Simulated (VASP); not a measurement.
The system is ZnS.

```
Zn S
1.0
     0.00000    2.54323    2.69410
     2.54323    0.00000    2.69410
     2.54323    2.54323    0.00000
Zn S
1 1
Direct
  0.25000 0.25000 0.25000
  0.00000 0.00000 0.00000
```

This cell differs from its parent crystal: biaxial xy strain -5.6%.

Base run:

```yaml
Program: VASP 6.6.1
Functional: r2SCAN
Potentials_or_basis: VASP PAW PBE potentials, release 64 (Zn, S)
Cutoff: 520 eV
k_mesh: 8 × 8 × 8
Occupations: gaussian, width 0.01 eV
Spin: no spin polarisation
```

Its results: band gap on the k mesh 3.18 eV, direct; pressure 11.7 GPa.

Q: The run is repeated on the same cell with these changes: functional from r2SCAN to PBE; occupations from gaussian, width 0.01 eV to fermi-dirac, width 0.02 eV. What comes out?

A: Band gap on the k mesh 2.59 eV, direct; pressure 14.1 GPa.

Caveats: the PAW data sets were made with another functional, which shifts forces and pressure a little (some runs).

A k mesh can miss the band edges.
